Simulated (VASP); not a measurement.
# AlN (P6_3/mmc) in VASP: a series of runs

Runs on AlN. Level: PBEsol. Tasks: single point.

Program: VASP 6.6.1. These are calculated values, not measurements. Logs are shortened: lines on timing, memory, paths and dates and some standing lists are left out, and cuts for length are marked.

### 1 The cell of the first run

It takes space group P6_3/mmc (No. 194, hexagonal). The conventional cell has a = 3.290 Å, b = 3.290 Å, c = 4.470 Å, α = 90.00°, β = 90.00°, γ = 120.00°. Within 2.5 Å of Al (site symmetry -6m2) lie 5 N at 1.90 to 2.23 Å. Within 2.5 Å of N (site symmetry -6m2) lie 5 Al at 1.90 to 2.23 Å.

### 2 Single point, PBEsol (volume 10.473 Å^3 an atom, c/a of the conventional cell 1.3587)

INCAR

```
  PREC = Accurate
  ENCUT = 520
  EDIFF = 1E-6
  ISMEAR = 0
  SIGMA = 0.05
  LREAL = False
  LASPH = True
  NELM = 80
  ALGO = Normal
  ISIF = 2
  LWAVE = False
  LCHARG = False
  GGA = PS
  NBANDS = 16
```

KPOINTS

```
regular mesh
0
Gamma
  9 9 6
```

POSCAR

```
AlN
1.0
    3.2897202079      0.0000000000      0.0000000000
   -1.6448601040      2.8489812714      0.0000000000
    0.0000000000      0.0000000000      4.4697428464
Al N
2 2
Direct
    0.3333333333      0.6666666667      0.7500000000
    0.6666666667      0.3333333333      0.2500000000
    0.3333333333      0.6666666667      0.2500000000
    0.6666666667      0.3333333333      0.7500000000
```

Potentials or basis: VASP PAW PBE potentials, release 64 (Al, N).

Started as:

```console
$ cat potpaw_PBE.64/Al/POTCAR potpaw_PBE.64/N/POTCAR > POTCAR
$ mpirun -np 1 vasp_std > vasp.out
```

OUTCAR:

```text
PREC = Accurate
   ENCUT = 520
   EDIFF = 1E-6
   ISMEAR = 0
   LREAL = False
   LASPH = True
   NELM = 80
   ISIF = 2
   GGA = PS

 ion  position               nearest neighbor table
   1  0.333  0.667  0.750-   4 1.90   4 1.90   4 1.90   3 2.23   3 2.23   2 2.93   2 2.93   2 2.93
                             2 2.93   2 2.93   2 2.93
   2  0.667  0.333  0.250-   3 1.90   3 1.90   3 1.90   4 2.23   4 2.23   1 2.93   1 2.93   1 2.93
                             1 2.93   1 2.93   1 2.93
   3  0.333  0.667  0.250-   2 1.90   2 1.90   2 1.90   1 2.23   1 2.23
   4  0.667  0.333  0.750-   1 1.90   1 1.90   1 1.90   2 2.23   2 2.23

  LATTYP: Found a hexagonal cell.
 ALAT       =     3.2897202079
 C/A-ratio  =     1.3587000000

  Lattice vectors:

 A1 = (   3.2897202079,   0.0000000000,   0.0000000000)
 A2 = (  -1.6448601040,   2.8489812714,   0.0000000000)
 A3 = (   0.0000000000,   0.0000000000,   4.4697428464)

Analysis of symmetry for initial positions (statically):
=====================================================================
 Subroutine PRICEL returns:
 Original cell was already a primitive cell.

 Routine SETGRP: Setting up the symmetry group for a
 hexagonal supercell.

 Subroutine GETGRP returns: Found 24 space group operations
 (whereof 12 operations were pure point group operations)
 out of a pool of 24 trial point group operations.

The static configuration has the point symmetry D_3d.
 The point group associated with its full space group is D_6h.

Analysis of symmetry for dynamics (positions and initial velocities):
=====================================================================
 Subroutine PRICEL returns:
 Original cell was already a primitive cell.

 Routine SETGRP: Setting up the symmetry group for a
 hexagonal supercell.

 Subroutine GETGRP returns: Found 24 space group operations
 (whereof 12 operations were pure point group operations)
 out of a pool of 24 trial point group operations.

The dynamic configuration has the point symmetry D_3d.
 The point group associated with its full space group is D_6h.

 Subroutine INISYM returns: Found 24 space group operations
 (whereof 12 operations are pure point group operations),
 and found     1 'primitive' translations

----------------------------------------------------------------------------------------

                                     Primitive cell

  volume of cell :      41.8920
[... 89 lines left out ...]
   LSORBIT =      F    spin-orbit coupling
   LASPH  =      T    aspherical Exc in radial PAW
   ENCUT  =  520.0 eV  38.22 Ry    6.18 a.u.   6.12  6.12  8.31*2*pi/ulx,y,z
   NELM   =     80;   NELMIN=  2; NELMDL= -5     # of ELM steps
   EDIFF  = 0.1E-05   stopping-criterion for ELM
   LREAL  =      F    real-space projection
   EDIFFG = 0.1E-04   stopping-criterion for IOM
   NSW    =      0    number of steps for IOM
   IBRION =     -1    ionic relax: 0-MD 1-quasi-New 2-CG
   NFREE  =      0    steps in history (QN), initial steepest desc. (CG)
   ISIF   =      2    stress and relaxation
   ISYM   =      2    0-nonsym 1-usesym 2-fastsym
   POTIM  = 0.5000    time-step for ionic-motion
   TEBEG  =    0.0;   TEEND  =   0.0 temperature during run
   PSTRESS=    0.0 pullay stress
   NELECT =      16.0000    total number of electrons
   NUPDOWN=      -1.0000    fix difference up-down
   EMIN   =  10.00;   EMAX   =-10.00  energy-range for DOS
   EFERMI =   0.00;   METHOD = LEGACY
   ISMEAR =     0;   SIGMA  =   0.05  broadening in eV -4-tet -1-fermi 0-gaus
   EFERMI_NEDOS =   21; number of points for ismear=-14 and -15
   IALGO  =     38    algorithm
   IMIX   =      4    mixing-type and parameters
     AMIX     =   0.40;   BMIX     =  1.00
     AMIX_MAG =   1.60;   BMIX_MAG =  1.00
  volume/ion in A,a.u.               =      10.47        70.68
  Fermi-wavevector in a.u.,A,eV,Ry     =   1.187785  2.244588 19.195547  1.410833
  Thomas-Fermi vector in A             =   2.323929
   LORBIT       =      0    0 simple, 1 ext, 2 COOP (PROOUT), +10 PAW based schemes
   GGA     = PS    functional components
   LHFCALC =     F    Hartree Fock is set to
   AEXX    =    0.0000 exact exchange contribution
   IVDW    =     0    specifies the selected vdW correction
   LEPSILON=     F    determine dielectric tensor
   LRPA    =     F    only Hartree local field effects (RPA)
 non-spin polarized calculation
 Gauss-broadening in eV      SIGMA  =   0.05
  energy-cutoff  :      520.00
  volume of cell :       41.89
 maximum number of plane-waves:      1146
   NGX = 13   NGY = 13   NGZ = 17

 number of electron      15.9999998 magnetization

 Free energy of the ion-electron system (eV)
  ---------------------------------------------------
  ext. energy  EPLUGINS =         0.00000000
  ---------------------------------------------------
  free energy    TOTEN  =       -30.78852651 eV

  energy without entropy =      -30.78852651  energy(sigma->0) =      -30.78852651

 E-fermi :   7.7944     XC(G=0): -11.1286

 val. band max:        7.5088526587   @ k =   0.0000   0.0000   0.0000
 cond. band min:      10.1279563815   @ k =   0.0000   0.0000   0.0000
 fundamental gap:      2.6191037228
 Fermi energy:         7.7944011012

 k-point     1 :       0.0000    0.0000    0.0000
  band No.  band energies     occupation
      1      -9.0546      2.00000
      2      -6.0222      2.00000
      3       0.5879      2.00000
      4       4.3547      2.00000
      5       4.3547      2.00000
      6       5.6277      2.00000
[... 433 lines left out ...]
      3       1.0587      2.00000
      4       1.8520      2.00000
      5       1.8520      2.00000
      6       3.9303      2.00000
[... 8 lines left out ...]
     15      17.9537      0.00000
     16      19.7017      0.00000

 [... further k-points ...]
[... 5 lines left out ...]
  --------------------------------------------------------------------------------------
  -------------------------------------------------------------------------------------
  Total       -1.8891508     -1.8891508     -3.8190443      0.0000000      0.0000000      0.0000000
  in kB      -72.2513759    -72.2513759   -146.0609719      0.0000000      0.0000000      0.0000000
  external PRESSURE =     -96.8545745 kB  Pullay stress =       0.0000000 kB

 VOLUME and BASIS-vectors are now :
 -----------------------------------------------------------------------------
  energy-cutoff  :      520.00
  volume of cell :       41.89
      direct lattice vectors                 reciprocal lattice vectors
     3.289720208  0.000000000  0.000000000     0.303977219  0.175501329  0.000000000
    -1.644860104  2.848981271  0.000000000     0.000000000  0.351002658  0.000000000
     0.000000000  0.000000000  4.469742846     0.000000000  0.000000000  0.223726517

 POSITION                                       TOTAL-FORCE (eV/Angst)
 -----------------------------------------------------------------------------------
     -0.00000      1.89932      3.35231         0.000000     -0.000000      0.000000
      1.64486      0.94966      1.11744        -0.000000      0.000000      0.000000
     -0.00000      1.89932      1.11744        -0.000000     -0.000000      0.000000
      1.64486      0.94966      3.35231        -0.000000      0.000000      0.000000
 -----------------------------------------------------------------------------------
    total drift:                                0.000000     -0.000000      0.000000

  FREE ENERGIE OF THE ION-ELECTRON SYSTEM (eV)
  ---------------------------------------------------
  free  energy   TOTEN  =       -30.7885265150 eV

  energy  without entropy=      -30.7885265150  energy(sigma->0) =      -30.78852651
```

OSZICAR:

```text
N       E                     dE             d eps       ncg     rms          rms(c)
DAV:   1     0.393610242697E+02    0.39361E+02   -0.72688E+03  1544   0.895E+02
DAV:   2    -0.315360458192E+02   -0.70897E+02   -0.63963E+02  2272   0.184E+02
DAV:   3    -0.348946040318E+02   -0.33586E+01   -0.33484E+01  1864   0.408E+01
DAV:   4    -0.349145982773E+02   -0.19994E-01   -0.19993E-01  1864   0.358E+00
DAV:   5    -0.349148621396E+02   -0.26386E-03   -0.26386E-03  1824   0.414E-01    0.112E+01
DAV:   6    -0.308457529532E+02    0.40691E+01   -0.84073E+00  1952   0.214E+01    0.389E+00
DAV:   7    -0.308282397228E+02    0.17513E-01   -0.57808E-01  1656   0.530E+00    0.276E+00
DAV:   8    -0.307950751498E+02    0.33165E-01   -0.87415E-02  1592   0.249E+00    0.850E-01
DAV:   9    -0.307882458747E+02    0.68293E-02   -0.15279E-02  1952   0.970E-01    0.280E-01
DAV:  10    -0.307886149904E+02   -0.36912E-03   -0.18551E-03  1736   0.291E-01    0.176E-01
DAV:  11    -0.307885273225E+02    0.87668E-04   -0.12221E-04  1856   0.844E-02    0.402E-02
DAV:  12    -0.307885265150E+02    0.80755E-06   -0.52925E-06  1752   0.191E-02
   1 F= -.30788527E+02 E0= -.30788527E+02  d E =-.397349E-18
```

It took 8.8 s on 1 thread of Intel Xeon 6975P-C (Granite Rapids), shared host; peak memory 0.16 GiB.

Results:

```
Free energy            : -30.7885 eV
Pressure               : -9.7 GPa
Band gap on the k mesh : 2.62 eV, direct
```

Stress tensor (GPa, compression positive):
```
 -7.23   0.00   0.00
  0.00  -7.23   0.00
  0.00   0.00 -14.61
```

Caveat: the PAW data sets were made with another functional, which shifts forces and pressure a little.

### 3 Single point, PBEsol (volume 10.473 Å^3 an atom, c/a of the conventional cell 1.1574)

INCAR

```
PREC = Accurate
ENCUT = 520
EDIFF = 1E-6
ISMEAR = 0
SIGMA = 0.05
LREAL = False
LASPH = True
NELM = 80
ALGO = Normal
ISIF = 2
LWAVE = False
LCHARG = True
GGA = PS
LELF = True
LVHAR = True
NBANDS = 16
```

KPOINTS is that of step 2.

POSCAR

```
AlN
1.0
    3.4703424158      0.0000000000      0.0000000000
   -1.7351712079      3.0054046919      0.0000000000
    0.0000000000      0.0000000000      4.0165743120
Al N
2 2
Direct
    0.3333333333      0.6666666667      0.7500000000
    0.6666666667      0.3333333333      0.2500000000
    0.3333333333      0.6666666667      0.2500000000
    0.6666666667      0.3333333333      0.7500000000
```

Potentials or basis: VASP PAW PBE potentials, release 64 (Al, N).

Started as:

```console
$ cat potpaw_PBE.64/Al/POTCAR potpaw_PBE.64/N/POTCAR > POTCAR
$ mpirun -np 1 vasp_std > vasp.out
```

Run time: 14 s. Hardware: 1 thread of Intel Xeon 6975P-C (Granite Rapids), shared host; peak memory 0.16 GiB.

It converged, with:

* Free energy: -30.7192 eV
* Pressure: -12.6 GPa
* Band gap on the k mesh: 3.12 eV, direct

Stress tensor (GPa, compression positive):
```
-17.13   0.00   0.00
  0.00 -17.13   0.00
  0.00   0.00  -3.52
```

Levels at points of the mesh, in eV from the valence-band top:
| k point | band 6 | band 7 | band 8 | band 9 | band 10 | band 11 |
| --- | --- | --- | --- | --- | --- | --- |
| (0.00, 0.00, 0.00) | -0.93 | -0.93 | 0.00 | 3.12 | 4.12 | 7.88 |
| (0.00, 0.00, 0.50) | -2.00 | -2.00 | -2.00 | 5.65 | 5.65 | 7.94 |

Caveat: the PAW data sets were made with another functional, which shifts forces and pressure a little.

### 4 Single point, PBEsol (volume 10.473 Å^3 an atom, c/a of the conventional cell 1.2949)

INCAR

```
SYSTEM = AlN
ALGO = Normal
EDIFF = 1E-6
ENCUT = 520
GGA = PS
ISIF = 2
ISMEAR = 0
LASPH = .True.
LCHARG = .False.
LREAL = .False.
LWAVE = .False.
NBANDS = 16
NELM = 100
PREC = Accurate
SIGMA = 0.05
```

KPOINTS

```
k-points
0
Gamma
  9 9 6
  0 0 0
```

POSCAR

```
AlN
1.0
    3.3428848019      0.0000000000      0.0000000000
   -1.6714424010      2.8950231604      0.0000000000
    0.0000000000      0.0000000000      4.3287015300
Al N
2 2
Direct
    0.3333333333      0.6666666667      0.7500000000
    0.6666666667      0.3333333333      0.2500000000
    0.3333333333      0.6666666667      0.2500000000
    0.6666666667      0.3333333333      0.7500000000
```

Started as:

```console
$ cat potpaw_PBE.64/Al/POTCAR potpaw_PBE.64/N/POTCAR > POTCAR
$ mpirun -np 1 vasp_std > vasp.out
```

Run time: 14 s. Hardware: 1 thread of Intel Xeon 6975P-C (Granite Rapids), shared host; peak memory 0.16 GiB.

The run converged. Its results:

* Free energy: -30.8266 eV
* Pressure: -12.2 GPa
* Band gap on the k mesh: 2.73 eV, direct

Stress tensor (GPa, compression positive):
```
-11.59   0.00   0.00
  0.00 -11.59   0.00
  0.00   0.00 -13.32
```

Levels at points of the mesh, in eV from the valence-band top:
```tsv
k point	band 4	band 5	band 6	band 7	band 8	band 9	band 10	band 11	band 12	band 13
(0.00, 0.00, 0.00)	-3.16	-3.16	-1.66	-1.66	0.00	2.73	3.95	7.92	7.92	10.65
(0.00, 0.00, 0.50)	-3.73	-2.44	-2.44	-2.44	-2.44	5.17	5.17	8.16	8.16	8.16
```

Caveat: the PAW data sets were made with another functional, which shifts forces and pressure a little.

### 5 Single point, PBEsol (volume 10.473 Å^3 an atom, c/a of the conventional cell 1.2540)

INCAR

```
PREC = Accurate
ENCUT = 520
EDIFF = 1E-6
ISMEAR = 0
SIGMA = 0.05
LREAL = F
LASPH = T
NELM = 100
ALGO = Normal
ISIF = 2
LWAVE = F
LCHARG = F
GGA = PS
NBANDS = 16
```

KPOINTS

```
Automatic mesh
0
Gamma
  9 9 6
```

POSCAR

```
AlN
1.0
    3.3788409394      0.0000000000      0.0000000000
   -1.6894204697      2.9261620889      0.0000000000
    0.0000000000      0.0000000000      4.2370634528
Al N
2 2
Direct
    0.3333333333      0.6666666667      0.7500000000
    0.6666666667      0.3333333333      0.2500000000
    0.3333333333      0.6666666667      0.2500000000
    0.6666666667      0.3333333333      0.7500000000
```

Started as:

```console
$ cat potpaw_PBE.64/Al/POTCAR potpaw_PBE.64/N/POTCAR > POTCAR
$ mpirun -np 1 vasp_std > vasp.out
```

It took 14 s on 1 thread of Intel Xeon 6975P-C (Granite Rapids), shared host; peak memory 0.16 GiB.

The run converged. Its results:

* Free energy: -30.8255 eV
* Pressure: -13.1 GPa
* Band gap on the k mesh: 2.83 eV, direct

Stress tensor (GPa, compression positive):
```
-13.83   0.00   0.00
  0.00 -13.83   0.00
  0.00   0.00 -11.67
```

Levels at points of the mesh, in eV from the valence-band top:
| k point | band 5 | band 6 | band 7 | band 8 | band 9 | band 10 | band 11 | band 12 |
| --- | --- | --- | --- | --- | --- | --- | --- | --- |
| (0.00, 0.00, 0.00) | -3.13 | -1.47 | -1.47 | 0.00 | 2.83 | 3.93 | 7.85 | 7.85 |
| (0.00, 0.00, 0.50) | -2.34 | -2.34 | -2.34 | -2.34 | 5.28 | 5.28 | 8.06 | 8.06 |

Caveat: the PAW data sets were made with another functional, which shifts forces and pressure a little.

### 6 Single point, PBEsol (volume 9.066 Å^3 an atom, c/a of the conventional cell 1.3587)

INCAR

```
SYSTEM = AlN
PREC = Accurate ; ENCUT = 520
EDIFF = 1E-6 ; ISMEAR = 0
SIGMA = 0.05 ; LREAL = .FALSE.
LASPH = .TRUE. ; NELM = 100
ALGO = Normal ; ISIF = 2
LWAVE = .FALSE. ; LCHARG = .TRUE.
GGA = PS ; LELF = .TRUE.
LVHAR = .TRUE. ; NBANDS = 16
```

KPOINTS

```
Automatic mesh
0
G
  9 9 6
  0 0 0
```

POSCAR

```
AlN
1.0
    3.1352619583      0.0000000000      0.0000000000
   -1.5676309792      2.7152165034      0.0000000000
    0.0000000000      0.0000000000      4.2598804228
Al N
2 2
Direct
    0.3333333333      0.6666666667      0.7500000000
    0.6666666667      0.3333333333      0.2500000000
    0.3333333333      0.6666666667      0.2500000000
    0.6666666667      0.3333333333      0.7500000000
```

Potentials or basis: VASP PAW PBE potentials, release 64 (Al, N).

Started as:

```console
$ cat potpaw_PBE.64/Al/POTCAR potpaw_PBE.64/N/POTCAR > POTCAR
$ mpirun -np 1 vasp_std > vasp.out
```

Run time: 13 s. Hardware: 1 thread of AMD EPYC 9R14 (Zen 4), shared host; peak memory 0.12 GiB.

The run converged. Its results:

| Property | Result |
| --- | --- |
| Free energy | -30.6032 eV |
| Pressure | 23.8 GPa |
| Band gap on the k mesh | 3.77 eV, direct |

Stress tensor (GPa, compression positive):
```
32.97  0.00  0.00
 0.00 32.97  0.00
 0.00  0.00  5.58
```

Levels at points of the mesh, in eV from the valence-band top:
| k point | band 4 | band 5 | band 6 | band 7 | band 8 | band 9 | band 10 | band 11 | band 12 | band 13 |
| --- | --- | --- | --- | --- | --- | --- | --- | --- | --- | --- |
| (0.00, 0.00, 0.00) | -3.52 | -3.52 | -2.14 | -2.14 | 0.00 | 3.77 | 5.32 | 8.95 | 8.95 | 11.76 |
| (0.00, 0.00, 0.50) | -4.17 | -2.86 | -2.86 | -2.86 | -2.86 | 6.11 | 6.11 | 9.16 | 9.16 | 9.16 |

Caveat: the PAW data sets were made with another functional, which shifts forces and pressure a little.

### 7 The runs side by side

| cell | gap on the mesh (eV) | pressure (GPa) |
| --- | --- | --- |
| a = 3.290, b = 3.290, c = 4.470 Å, angles 90.0, 90.0, 120.0°, 4 atoms | 2.62 | -9.7 |
| a = 3.470, b = 3.470, c = 4.017 Å, angles 90.0, 90.0, 120.0°, 4 atoms | 3.12 | -12.6 |
| a = 3.343, b = 3.343, c = 4.329 Å, angles 90.0, 90.0, 120.0°, 4 atoms | 2.73 | -12.2 |
| a = 3.379, b = 3.379, c = 4.237 Å, angles 90.0, 90.0, 120.0°, 4 atoms | 2.83 | -13.1 |
| a = 3.135, b = 3.135, c = 4.260 Å, angles 90.0, 90.0, 120.0°, 4 atoms | 3.77 | 23.8 |

Alike in all rows: task single point; level PBEsol; potentials or basis VASP PAW PBE potentials, release 64 (Al, N); no spin polarisation; k mesh 9 × 9 × 6; cutoff (eV) 520; smearing gaussian 0.05 eV.

Caveats: the PAW data sets were made with another functional, which shifts forces and pressure a little.

Absolute energies hang on the potentials; compare differences alone.
